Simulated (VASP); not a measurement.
# CaO (Fm-3m) in VASP: further runs

The runs below take CaO through single point, with PBE.

Everything below comes from runs of VASP 6.6.1. Logs are shortened: lines on timing, memory, paths and dates and some standing lists are left out, and cuts for length are marked.

### 1 The cell of the first run

The structure is cubic, space group Fm-3m (No. 225). Conventional cell: a = 4.830 Å, b = 4.830 Å, c = 4.830 Å, α = 90.00°, β = 90.00°, γ = 90.00°. Ca (site symmetry m-3m) has 6 O at 2.42 Å within 3.2 Å. Within 3.2 Å of O (site symmetry m-3m) lie 6 Ca at 2.42 Å.

### 2 Single point, PBE

INCAR reads:

```
SYSTEM = CaO
PREC = Accurate
ENCUT = 520
EDIFF = 1E-6
ISMEAR = 0
SIGMA = 0.02
LREAL = .FALSE.
LASPH = .TRUE.
NELM = 60
ALGO = Normal
ISIF = 2
LWAVE = .FALSE.
LCHARG = .FALSE.
GGA = PE
NBANDS = 15
```

KPOINTS reads:

```
Automatic mesh
0
G
  8 8 8
  0 0 0
```

POSCAR reads:

```
CaO
1.0
    0.0000000000      2.4150559802      2.4150559802
    2.4150559802      0.0000000000      2.4150559802
    2.4150559802      2.4150559802      0.0000000000
Ca O
1 1
Direct
    0.0000000000      0.0000000000      0.0000000000
    0.5000000000      0.5000000000      0.5000000000
```

Potentials or basis: VASP PAW PBE potentials, release 64 (Ca_sv, O).

The run is started by

```sh
$ cat potpaw_PBE.64/Ca_sv/POTCAR potpaw_PBE.64/O/POTCAR > POTCAR
$ mpirun -np 1 vasp_std > vasp.out
```

OUTCAR:

```text
SYSTEM = CaO
   PREC = Accurate
   ENCUT = 520
   EDIFF = 1E-6
   ISMEAR = 0
   LREAL = .FALSE.
   LASPH = .TRUE.
   NELM = 60
   ISIF = 2
   GGA = PE

 ion  position               nearest neighbor table
   1  0.000  0.000  0.000-   2 2.42   2 2.42   2 2.42   2 2.42   2 2.42   2 2.42
   2  0.500  0.500  0.500-   1 2.42   1 2.42   1 2.42   1 2.42   1 2.42   1 2.42

  LATTYP: Found a face centered cubic cell.
 ALAT       =     4.8301119604

  Lattice vectors:

 A1 = (   0.0000000000,   2.4150559802,   2.4150559802)
 A2 = (   2.4150559802,   0.0000000000,   2.4150559802)
 A3 = (   2.4150559802,   2.4150559802,   0.0000000000)

Analysis of symmetry for initial positions (statically):
[... 5 lines left out ...]
 face centered cubic supercell.

 Subroutine GETGRP returns: Found 48 space group operations
 (whereof 48 operations were pure point group operations)
 out of a pool of 48 trial point group operations.

The static configuration has the point symmetry O_h .

Analysis of symmetry for dynamics (positions and initial velocities):
[... 5 lines left out ...]
 face centered cubic supercell.

 Subroutine GETGRP returns: Found 48 space group operations
 (whereof 48 operations were pure point group operations)
 out of a pool of 48 trial point group operations.

The dynamic configuration has the point symmetry O_h .

 Subroutine INISYM returns: Found 48 space group operations
 (whereof 48 operations are pure point group operations),
 and found     1 'primitive' translations

----------------------------------------------------------------------------------------

                                     Primitive cell

  volume of cell :      28.1716

  direct lattice vectors                    reciprocal lattice vectors
     0.000000000  2.415055980  2.415055980    -0.207034538  0.207034538  0.207034538
     2.415055980  0.000000000  2.415055980     0.207034538 -0.207034538  0.207034538
     2.415055980  2.415055980  0.000000000     0.207034538  0.207034538 -0.207034538

  length of vectors
     3.415404921  3.415404921  3.415404921     0.358594339  0.358594339  0.358594339

  position of ions in fractional coordinates (direct lattice)
     0.000000000  0.000000000  0.000000000
     0.500000000  0.500000000  0.500000000

  ion indices of the primitive-cell ions
   primitive index   ion index
                 1           1
                 2           2

----------------------------------------------------------------------------------------

 KPOINTS: Automatic mesh

Automatic generation of k-mesh.
 Grid dimensions read from file:
 generate k-points for:    8    8    8

 Generating k-lattice:

  Cartesian coordinates                     Fractional coordinates (reciprocal lattice)
    -0.025879317  0.025879317  0.025879317     0.125000000  0.000000000  0.000000000
     0.025879317 -0.025879317  0.025879317     0.000000000  0.125000000  0.000000000
     0.025879317  0.025879317 -0.025879317     0.000000000  0.000000000  0.125000000

  Length of vectors
     0.044824292  0.044824292  0.044824292

  Shift w.r.t. Gamma in fractional coordinates (k-lattice)
     0.000000000  0.000000000  0.000000000

 Subroutine IBZKPT returns following result:
 ===========================================

 Found     29 irreducible k-points:

 Following reciprocal coordinates:
            Coordinates               Weight
  0.000000  0.000000  0.000000      1.000000
  0.125000  0.000000  0.000000      8.000000
  0.250000  0.000000  0.000000      8.000000
  0.375000  0.000000  0.000000      8.000000
  0.500000  0.000000  0.000000      4.000000
  0.125000  0.125000  0.000000      6.000000
[... 16 lines left out ...]
  0.500000  0.250000  0.125000     48.000000
 -0.375000  0.250000  0.125000     24.000000
 [... further k-points ...]
   k-points           NKPTS =     29   k-points in BZ     NKDIM =     29   number of bands    NBANDS=     15
   number of dos      NEDOS =    301   number of ions     NIONS =      2
   total plane-waves  NPLWV =  21952
   dimension x,y,z NGX =    28 NGY =   28 NGZ =   28
   dimension x,y,z NGXF=    56 NGYF=   56 NGZF=   56
   ions per type =               1   1
   NGX,Y,Z   is equivalent  to a cutoff of  13.63, 13.63, 13.63 a.u.
   NGXF,Y,Z  is equivalent  to a cutoff of  27.26, 27.26, 27.26 a.u.
 SYSTEM =  CaO
   PREC   = accura    normal or accurate (medium, high low for compatibility)
   ISTART =      0    job   : 0-new  1-cont  2-samecut
   ICHARG =      2    charge: 1-file 2-atom 10-const
   ISPIN  =      1    spin polarized calculation?
   LNONCOLLINEAR =      F non collinear calculations
   LSORBIT =      F    spin-orbit coupling
   LASPH  =      T    aspherical Exc in radial PAW
   ENCUT  =  520.0 eV  38.22 Ry    6.18 a.u.   6.35  6.35  6.35*2*pi/ulx,y,z
   NELM   =     60;   NELMIN=  2; NELMDL= -5     # of ELM steps
   EDIFF  = 0.1E-05   stopping-criterion for ELM
   LREAL  =      F    real-space projection
   EDIFFG = 0.1E-04   stopping-criterion for IOM
   NSW    =      0    number of steps for IOM
   IBRION =     -1    ionic relax: 0-MD 1-quasi-New 2-CG
   NFREE  =      0    steps in history (QN), initial steepest desc. (CG)
   ISIF   =      2    stress and relaxation
   ISYM   =      2    0-nonsym 1-usesym 2-fastsym
   POTIM  = 0.5000    time-step for ionic-motion
   TEBEG  =    0.0;   TEEND  =   0.0 temperature during run
   PSTRESS=    0.0 pullay stress
   NELECT =      16.0000    total number of electrons
   NUPDOWN=      -1.0000    fix difference up-down
   EMIN   =  10.00;   EMAX   =-10.00  energy-range for DOS
   EFERMI =   0.00;   METHOD = LEGACY
   ISMEAR =     0;   SIGMA  =   0.02  broadening in eV -4-tet -1-fermi 0-gaus
   EFERMI_NEDOS =   21; number of points for ismear=-14 and -15
   IALGO  =     38    algorithm
   IMIX   =      4    mixing-type and parameters
     AMIX     =   0.40;   BMIX     =  1.00
     AMIX_MAG =   1.60;   BMIX_MAG =  1.00
  volume/ion in A,a.u.               =      14.09        95.06
  Fermi-wavevector in a.u.,A,eV,Ry     =   1.355744  2.561984 25.008069  1.838041
  Thomas-Fermi vector in A             =   2.482806
   LORBIT       =      0    0 simple, 1 ext, 2 COOP (PROOUT), +10 PAW based schemes
   GGA     = PE    functional components
   LHFCALC =     F    Hartree Fock is set to
   AEXX    =    0.0000 exact exchange contribution
   IVDW    =     0    specifies the selected vdW correction
   LEPSILON=     F    determine dielectric tensor
   LRPA    =     F    only Hartree local field effects (RPA)
 non-spin polarized calculation
 Gauss-broadening in eV      SIGMA  =   0.02
  energy-cutoff  :      520.00
  volume of cell :       28.17
 maximum number of plane-waves:       775
 NGX is ok and might be reduce to    28
   NGX = 13   NGY = 13   NGZ = 13

 number of electron      15.9999999 magnetization

 Free energy of the ion-electron system (eV)
  ---------------------------------------------------
  ext. energy  EPLUGINS =         0.00000000
  ---------------------------------------------------
  free energy    TOTEN  =       -12.80525307 eV

  energy without entropy =      -12.80525307  energy(sigma->0) =      -12.80525307

 E-fermi :   2.3496     XC(G=0): -10.4036

 val. band max:        2.2670982535   @ k =   0.0000   0.0000   0.0000
 cond. band min:       5.9060795912   @ k =   0.5000   0.5000   0.0000
 fundamental gap:      3.6389813377
 Fermi energy:         2.3495852771

 k-point     1 :       0.0000    0.0000    0.0000
  band No.  band energies     occupation
      1     -35.4310      2.00000
      2     -16.2053      2.00000
      3     -16.2053      2.00000
      4     -16.2053      2.00000
      5     -13.2366      2.00000
      6       2.2671      2.00000
      7       2.2671      2.00000
      8       2.2671      2.00000
      9       6.8612      0.00000
     10       8.4556      0.00000
     11       8.4556      0.00000
     12       8.4556      0.00000
     13       9.9336      0.00000
     14       9.9336      0.00000
     15      17.2461      0.00000

 k-point     2 :       0.1250    0.0000    0.0000
  band No.  band energies     occupation
      1     -35.4171      2.00000
      2     -16.4012      2.00000
      3     -16.2130      2.00000
      4     -16.2130      2.00000
      5     -13.0296      2.00000
      6       1.7371      2.00000
      7       2.0620      2.00000
      8       2.0620      2.00000
      9       7.5422      0.00000
     10       8.4152      0.00000
     11       8.7149      0.00000
     12       8.7149      0.00000
     13      10.2921      0.00000
     14      10.2921      0.00000
     15      17.8053      0.00000

 k-point     3 :       0.2500    0.0000    0.0000
  band No.  band energies     occupation
      1     -35.3832      2.00000
      2     -16.7985      2.00000
      3     -16.2314      2.00000
      4     -16.2314      2.00000
      5     -12.6034      2.00000
      6       0.7500      2.00000
      7       1.6221      2.00000
      8       1.6221      2.00000
      9       8.4750      0.00000
     10       8.9964      0.00000
     11       9.3946      0.00000
     12       9.3946      0.00000
     13      11.1556      0.00000
     14      11.1556      0.00000
     15      18.0516      0.00000
[... 343 lines left out ...]
 k-point    23 :       0.5000    0.2500    0.1250
  band No.  band energies     occupation
      1     -35.3313      2.00000
      2     -16.9816      2.00000
      3     -16.4180      2.00000
      4     -16.3009      2.00000
      5     -12.4178      2.00000
      6       0.2910      2.00000
      7       1.2185      2.00000
      8       1.4348      2.00000
      9       8.1074      0.00000
     10       9.6723      0.00000
     11      10.6510      0.00000
     12      10.7337      0.00000
     13      12.0707      0.00000
     14      13.2335      0.00000
     15      16.8621      0.00000

 k-point    24 :      -0.3750    0.2500    0.1250
  band No.  band energies     occupation
      1     -35.3200      2.00000
      2     -17.0406      2.00000
      3     -16.4325      2.00000
      4     -16.3248      2.00000
      5     -12.3637      2.00000
      6       0.2393      2.00000
      7       1.1534      2.00000
      8       1.2316      2.00000
      9       8.9571      0.00000
     10       9.0361      0.00000
     11      10.9364      0.00000
     12      11.0934      0.00000
     13      12.3566      0.00000
     14      14.0416      0.00000
     15      15.9053      0.00000

 [... further k-points ...]
[... 5 lines left out ...]
  --------------------------------------------------------------------------------------
  -------------------------------------------------------------------------------------
  Total        0.1020813      0.1020813      0.1020813      0.0000000     -0.0000000      0.0000000
  in kB        5.8055720      5.8055720      5.8055720      0.0000000     -0.0000000      0.0000000
  external PRESSURE =       5.8055720 kB  Pullay stress =       0.0000000 kB

 VOLUME and BASIS-vectors are now :
 -----------------------------------------------------------------------------
  energy-cutoff  :      520.00
  volume of cell :       28.17
      direct lattice vectors                 reciprocal lattice vectors
     0.000000000  2.415055980  2.415055980    -0.207034538  0.207034538  0.207034538
     2.415055980  0.000000000  2.415055980     0.207034538 -0.207034538  0.207034538
     2.415055980  2.415055980  0.000000000     0.207034538  0.207034538 -0.207034538

 POSITION                                       TOTAL-FORCE (eV/Angst)
 -----------------------------------------------------------------------------------
      0.00000      0.00000      0.00000         0.000000      0.000000      0.000000
      2.41506      2.41506      2.41506         0.000000      0.000000      0.000000
 -----------------------------------------------------------------------------------
    total drift:                                0.000000      0.000000      0.000000

  FREE ENERGIE OF THE ION-ELECTRON SYSTEM (eV)
  ---------------------------------------------------
  free  energy   TOTEN  =       -12.8052530747 eV

  energy  without entropy=      -12.8052530747  energy(sigma->0) =      -12.80525307
```

Wall time 6.5 s (1 thread of Intel Xeon 6975P-C (Granite Rapids), shared host); peak memory 0.16 GiB.

What came out:

| Quantity | Value |
| --- | --- |
| Free energy | -12.8053 eV |
| Pressure | 0.6 GPa |
| Band gap on the k mesh | 3.64 eV, indirect (least direct gap 4.02 eV) |

### 3 Single point, PBE (volume scaled by 0.94)

INCAR reads:

```
SYSTEM = CaO
PREC = Accurate ; ENCUT = 520
EDIFF = 1E-6 ; ISMEAR = 0
SIGMA = 0.02 ; LREAL = .False.
LASPH = .True. ; NELM = 60
ALGO = Normal ; ISIF = 2
LWAVE = .False. ; LCHARG = .False.
GGA = PE ; NBANDS = 15
```

KPOINTS reads:

```
regular mesh
0
Gamma
  8 8 8
  0 0 0
```

POSCAR reads:

```
CaO
1.0
    0.0000000000      2.3657552900      2.3657552900
    2.3657552900      0.0000000000      2.3657552900
    2.3657552900      2.3657552900      0.0000000000
Ca O
1 1
Direct
    0.0000000000      0.0000000000      0.0000000000
    0.5000000000      0.5000000000      0.5000000000
```

Potentials or basis: VASP PAW PBE potentials, release 64 (Ca_sv, O).

The run is started by

```sh
$ cat potpaw_PBE.64/Ca_sv/POTCAR potpaw_PBE.64/O/POTCAR > POTCAR
$ mpirun -np 1 vasp_std > vasp.out
```

It took 15 s on 1 thread of AMD EPYC 9R45 (Zen 5), shared host; peak memory 0.12 GiB.

The run converged. Its results:

| Quantity | Value |
| --- | --- |
| Free energy | -12.7588 eV |
| Pressure | 8.2 GPa |
| Band gap on the k mesh | 3.62 eV, indirect (least direct gap 3.98 eV) |

Levels at points of the mesh, in eV from the valence-band top:
```
           k point  band 4  band 5  band 6  band 7  band 8  band 9  band 10  band 11  band 12  band 13
(0.00, 0.00, 0.00)  -18.18  -15.62    0.00    0.00    0.00    5.11     6.34     6.34     6.34     7.93
(0.50, 0.00, 0.00)  -18.24  -14.22   -2.75   -1.30   -1.30    7.27     8.61     8.61     8.87    10.82
(0.50, 0.50, 0.00)  -18.44  -15.39   -1.28   -0.36   -0.36    3.62     8.40     9.16     9.85     9.85
```

 A k mesh can miss the band edges.

[end of part 1 of 3]
